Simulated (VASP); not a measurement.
# Cd: single point with PBEsol

Crystal: Cd.

```
Cd
1.0
     2.94217    0.00000    0.00000
     0.00000    2.94217    0.00000
     0.00000    0.00000    2.94217
Cd
1
Cartesian
  0.0000 0.0000 0.0000
```

This isn't the form of Cd at room conditions, which is hcp.

| Item | Value |
| --- | --- |
| Program | VASP 6.6.1 |
| Task | single point |
| Functional | PBEsol |
| Potentials or basis | VASP PAW PBE potentials, release 64 (Cd) |
| Cutoff | 520 eV |
| k mesh | 12 × 12 × 12 |
| Occupations | fermi-dirac, width 0.1 eV |
| Spin | no spin polarisation |
| Dipole correction | no |
| Further INCAR settings | ALGO = Normal; EDIFF = 1e-06; NBANDS = 12 |

| Quantity | Value |
| --- | --- |
| Pressure | -1.2 GPa |
| Band gap on the k mesh | zero (bands 6 and 7 overlap by 6.84 eV) |

Levels at points of the mesh, in eV from the Fermi level:
```tsv
k point	band 2	band 3	band 4	band 5	band 6	band 7	band 8	band 9	band 10	band 11
(0.00, 0.00, 0.00)	-9.55	-8.08	-8.08	-8.08	-7.75	10.06	10.06	10.06	13.66	13.66
(0.50, 0.00, 0.00)	-8.88	-8.51	-8.51	-8.04	-2.67	-2.23	14.02	14.02	14.75	15.33
(0.50, 0.50, 0.00)	-9.09	-8.44	-8.44	-7.68	1.17	1.17	1.99	5.77	18.26	18.26
(0.50, 0.50, 0.50)	-9.14	-9.14	-7.66	-7.66	4.62	4.62	4.62	7.68	8.46	9.62
```

It took 7.5 s on 1 thread of Intel(R) Xeon(R) Platinum 8488C (Sapphire Rapids) (shared host), peak memory 0.15 GiB.

Caveat: the PAW data sets were made with another functional, which shifts forces and pressure a little.
